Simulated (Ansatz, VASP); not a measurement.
# One calculation of In2Sb, two programs

```xyz
6
Lattice="5.3333 0.0000 0.0000 -2.6667 4.6188 0.0000 0.0000 0.0000 6.3928" Properties=species:S:1:pos:R:3 pbc="T T T"
In    2.6667    1.5396    1.5910
In    0.0000    3.0792    4.7874
In    0.0000    0.0000    3.2964
In    0.0000    0.0000    0.1000
Sb    2.6667    1.5396    4.7071
Sb    0.0000    3.0792    1.5107
```

Change from the starting cell: mode 4 (19.0 1/cm) frozen in, largest displacement +0.100 Å.

Alike in both runs: task single point; functional PBEsol; k mesh 12 × 12 × 8; occupations gaussian, width 0.15 eV; no spin polarisation.

|  | VASP | Ansatz |
| --- | --- | --- |
| version | VASP 6.6.1 | Ansatz 0.2.0 |
| potentials or method | VASP PAW PBE potentials, release 64 (In_d, Sb), cutoff 520 eV | scalar-relativistic, plane waves, PAW |
| valence electrons in the cell | 62 | 82 |

```csv
,VASP,Ansatz,Ansatz less VASP
gap on the k mesh at the Fermi level (eV),none,none,-
pressure (GPa),0.1,0.1,-0.03
"traceless stress, the component that is largest in VASP (GPa)",-0.25,-0.25,-0.001
rms of the force components (eV/Å),0.011,0.010,-0.0011
```

VASP's potentials were made for PBE, not for PBEsol. Atom by atom the forces differ by 0.001 eV/Å (rms over components). A gap of «none» marks a metal or a gap that the smearing closes. VASP's potentials hold 62 valence electrons a cell and Ansatz's 82, so a difference there can come from the potentials and not from the codes.

Spin-orbit coupling is off throughout.
